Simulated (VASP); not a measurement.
# Al2Cu: single point with PBE

The system is Al2Cu.

```
Al Cu
1.0
    -2.96565    2.96565    2.34365
     2.96565   -2.96565    2.34365
     2.96565    2.96565   -2.34365
Al Cu
4 2
Direct
  0.15872 0.65872 0.81744
  0.65872 0.84128 0.50000
  0.84128 0.34128 0.18256
  0.34128 0.15872 0.50000
  0.75000 0.75000 0.00000
  0.25000 0.25000 0.00000
```

```json
{"Program": "VASP 6.6.1", "Task": "single point", "Functional": "PBE", "Potentials or basis": "VASP PAW PBE potentials, release 64 (Al, Cu)", "Cutoff": "520 eV", "k mesh": "10 × 10 × 10", "Occupations": "gaussian, width 0.15 eV", "Spin": "no spin polarisation", "Dipole correction": "no", "Further INCAR settings": "ALGO = Fast; EDIFF = 1e-07; NBANDS = 26"}
```

```json
{
 "Pressure": "10.0 GPa",
 "Largest force": "0.131 eV/Å",
 "Band gap on the k mesh": "zero (band 17 reaches 11.69 eV, above the bottom of band 18 at 6.92 eV)"
}
```

Forces on the atoms (eV/Å):
```
Al  -0.093 -0.093  0.000
Al   0.093 -0.093  0.000
Al   0.093  0.093  0.000
Al  -0.093  0.093  0.000
Cu   0.000  0.000  0.000
Cu   0.000  0.000  0.000
```

Stress tensor (GPa, compression positive):
```
 8.83  0.00  0.00
 0.00  8.83  0.00
 0.00  0.00 12.31
```

Levels at points of the mesh, in eV from the Fermi level:
```tsv
k point	band 15	band 16	band 17	band 18	band 19	band 20
(0.00, 0.00, 0.00)	-1.41	-1.33	-1.33	-0.97	-0.06	-0.05
(0.50, 0.00, 0.00)	-2.78	-2.78	0.14	0.14	4.11	4.11
(0.50, 0.50, 0.00)	-1.74	-1.54	-0.81	-0.61	0.70	1.21
(0.50, 0.50, 0.50)	-3.42	-1.86	2.75	2.97	2.97	3.40
```

Wall time 2.7 min on 1 thread of AMD EPYC 9R45 96-Core Processor (Zen 5), with other jobs on the host, peak memory 0.3 GiB.
